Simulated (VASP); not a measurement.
# GaN: single point with PBE

Crystal: GaN.

```
Ga N
1.0
     3.18000    0.00000    0.00000
    -1.59000    2.75396    0.00000
     0.00000    0.00000    5.16600
Ga N
2 2
Direct
  0.33333 0.66667 0.00000
  0.66667 0.33333 0.50000
  0.33333 0.66667 0.37500
  0.66667 0.33333 0.87500
```

* Program: VASP 6.6.1
* Task: single point
* Functional: PBE
* Potentials or basis: VASP PAW PBE potentials, release 64 (Ga_d, N)
* Cutoff: 520 eV
* k mesh: 12 × 12 × 4
* Occupations: gaussian, width 0.01 eV
* Spin: no spin polarisation
* Dipole correction: no
* Further INCAR settings: ALGO = Normal; EDIFF = 1e-06; NBANDS = 26

```json
{
 "Pressure": "7.3 GPa",
 "Largest force": "0.134 eV/Å",
 "Band gap on the k mesh": "1.97 eV, direct"
}
```

Forces on the atoms (eV/Å):
```
Ga   0.000  0.000 -0.134
Ga   0.000  0.000 -0.134
N    0.000  0.000  0.134
N    0.000  0.000  0.134
```

Stress tensor (GPa, compression positive):
```
6.63 0.00 0.00
0.00 6.63 0.00
0.00 0.00 8.79
```

Levels at points of the mesh, in eV from the valence-band top:
| k point | band 14 | band 15 | band 16 | band 17 | band 18 | band 19 | band 20 | band 21 | band 22 | band 23 |
| --- | --- | --- | --- | --- | --- | --- | --- | --- | --- | --- |
| (0.00, 0.00, 0.00) | -1.06 | -1.06 | -0.06 | 0.00 | 0.00 | 1.97 | 4.30 | 9.26 | 9.92 | 9.92 |
| (0.50, 0.00, 0.00) | -5.29 | -4.27 | -2.78 | -2.26 | -0.99 | 5.08 | 5.61 | 6.08 | 8.67 | 10.39 |
| (0.00, 0.00, 0.50) | -3.87 | -0.54 | -0.54 | -0.54 | -0.54 | 4.29 | 4.29 | 8.54 | 8.54 | 10.44 |
| (0.50, 0.00, 0.50) | -6.64 | -1.96 | -1.96 | -1.93 | -1.93 | 4.43 | 4.43 | 7.84 | 7.84 | 10.03 |

It took 97 s on 1 thread of AMD EPYC 7R13 Processor (Zen 3), with other jobs on the host, peak memory 0.16 GiB.

PBE gaps usually lie below the measured ones, often by a third to a half.
